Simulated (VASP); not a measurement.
Wanted: the native input for a VASP 6.6.1 run.

| Quantity | Value |
| --- | --- |
| Task | single point |
| Functional | PBE |
| Potentials or basis | VASP PAW PBE potentials, release 64 (Ga_d, B) |
| Cutoff | 500 eV |
| k mesh | 6 × 6 × 6 |
| Occupations | gaussian, width 0.1 eV |
| Spin | no spin polarisation |
| Dipole correction | no |
| Further INCAR settings | ALGO = Normal; EDIFF = 1e-06; NBANDS = 15 |

The structure of GaB lies in POSCAR:

```
GaB
1.0
    2.9120589862      0.0000000000      0.0000000000
    0.0000000000      2.9120589862      0.0000000000
    0.0000000000      0.0000000000      2.9120589862
Ga B
1 1
Direct
    0.0000000000      0.0000000000      0.0000000000
    0.5000000000      0.5000000000      0.5000000000
```

The input as run:

INCAR

```
SYSTEM = GaB
PREC = Accurate ; ENCUT = 500
EDIFF = 1E-6 ; ISMEAR = 0
SIGMA = 0.1 ; LREAL = .FALSE.
LASPH = .TRUE. ; NELM = 120
ALGO = Normal ; ISIF = 2
LWAVE = .FALSE. ; LCHARG = .FALSE.
GGA = PE ; NBANDS = 15
GGA_COMPAT = .FALSE.
```

KPOINTS

```
Automatic mesh
0
G
  6 6 6
  0 0 0
```

Potentials or basis: VASP PAW PBE potentials, release 64 (Ga_d, B).

Run with:

```bash
$ cat potpaw_PBE.64/Ga_d/POTCAR potpaw_PBE.64/B/POTCAR > POTCAR
$ mpirun -np 1 vasp_std > vasp.out
```

It gave:

```json
{
  "Pressure": "-1.0 GPa",
  "Band gap on the k mesh": "zero (bands 8 and 9 overlap by 7.03 eV)"
}
```

Wall time 5 s on 1 thread of AMD EPYC 7R13 Processor (Zen 3) (shared host), peak memory 0.1 GiB.
